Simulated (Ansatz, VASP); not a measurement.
## SnO: VASP beside Ansatz

```xyz
4
Lattice="3.8390 0.0000 0.0000 0.0000 3.8390 0.0000 0.0000 0.0000 4.9193" Properties=species:S:1:pos:R:3 pbc="T T T"
Sn    1.9195    0.0000    3.7614
Sn    0.0000    1.9195    1.1579
O     0.0000    0.0000    0.0000
O     1.9195    1.9195    0.0000
```

Alike in both runs: task single point; functional r2SCAN; dispersion D3(BJ); k mesh 7 × 7 × 6; occupations fermi-dirac, width 0.05 eV; no spin polarisation.

|  | VASP | Ansatz |
| --- | --- | --- |
| version | VASP 6.6.1 | Ansatz 0.2.0 |
| potentials or method | VASP PAW PBE potentials, release 64 (Sn_d, O) | Ansatz PAW |
| plane-wave cutoff (eV) | 520 | 500 |
| valence electrons in the cell | 40 | 40 |

Ansatz gave:

* gap on the k mesh at the Fermi level (eV): 0.58
* least direct gap on the mesh (eV): 2.38
* pressure (GPa): -3.3
* traceless stress, the component that is largest in VASP (GPa): 0.44
* rms of the force components (eV/Å): 0.162

Question: Which values does VASP return?

Answer: gap on the k mesh at the Fermi level (eV): 0.59; least direct gap on the mesh (eV): 2.35; pressure (GPa): -2.7; traceless stress, the component that is largest in VASP (GPa): 0.39; rms of the force components (eV/Å): 0.108.

VASP's potentials were made for PBE, not for r2SCAN. Atom by atom the forces differ by 0.054 eV/Å (rms over components).

Noted on Ansatz's run: odd divisions of the mesh miss points on the zone boundary, where band edges often lie, so the gap on the mesh can be too wide.
